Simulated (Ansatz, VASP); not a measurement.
**PbS: VASP beside Ansatz**

File INCAR:

```
PREC     = Accurate       # precision mode
ENCUT    = 520            # plane-wave cutoff, eV
EDIFF    = 1E-6           # SCF threshold, eV
ISMEAR   = 0              # smearing method
SIGMA    = 0.05           # smearing width, eV
LREAL    = False          # projectors in reciprocal space
LASPH    = True           # aspherical terms in the spheres
NELM     = 100            # most SCF steps
ALGO     = Normal         # electronic algorithm
ISIF     = 2              # what is computed and relaxed
LWAVE    = False          # write WAVECAR
LCHARG   = True           # write CHGCAR
GGA      = RE             # functional
LELF     = True           # ELF
LVHAR    = True         
NBANDS   = 17             # bands
```

The input KPOINTS:

```
Automatic mesh
0
Gamma
  8 8 8
```

POSCAR

```
PbS
1.0
    0.0000000000      2.9903147507      2.9903147507
    2.9903147507      0.0000000000      2.9903147507
    2.9903147507      2.9903147507      0.0000000000
Pb S
1 1
Direct
    0.5000000000      0.5000000000      0.5000000000
    0.0000000000      0.0000000000      0.0000000000
```

Input for Ansatz:

```yaml
crystal:
  lattice:
    - [0.0, 2.9903147507, 2.9903147507]
    - [2.9903147507, 0.0, 2.9903147507]
    - [2.9903147507, 2.9903147507, 0.0]
  atoms:
    - { symbol: Pb, position: [0.5, 0.5, 0.5] }
    - { symbol: S, position: [0.0, 0.0, 0.0] }
basis:
  ecutwfc: 420
  ecutrho_ratio: 4
kpoints:
  mp_grid: { grid: [8, 8, 8] }
hamiltonian:
  xc: revpbe
scf:
  occupations: { method: gaussian, width: 0.05 }
output:
  forces: true
  stress: true
  eigenvalues: true
```

Alike in both runs: task single point; functional revPBE; k mesh 8 × 8 × 8; occupations gaussian, width 0.05 eV; no spin polarisation.

|  | VASP | Ansatz |
| --- | --- | --- |
| version | VASP 6.6.1 | Ansatz 0.2.0 |
| potentials or method | VASP PAW PBE potentials, release 64 (Pb_d, S), cutoff 520 eV | scalar-relativistic, plane waves, PAW |
| valence electrons in the cell | 20 | 20 |

|  | VASP | Ansatz | Ansatz less VASP |
| --- | --- | --- | --- |
| gap on the k mesh at the Fermi level (eV) | 0.52 | 0.52 | -0.007 |
| least direct gap on the mesh (eV) | 0.52 | 0.52 | -0.007 |
| pressure (GPa) | 2.1 | 2.1 | +0.08 |

VASP's potentials were made for PBE, not for revPBE.

Spin-orbit coupling is off throughout.
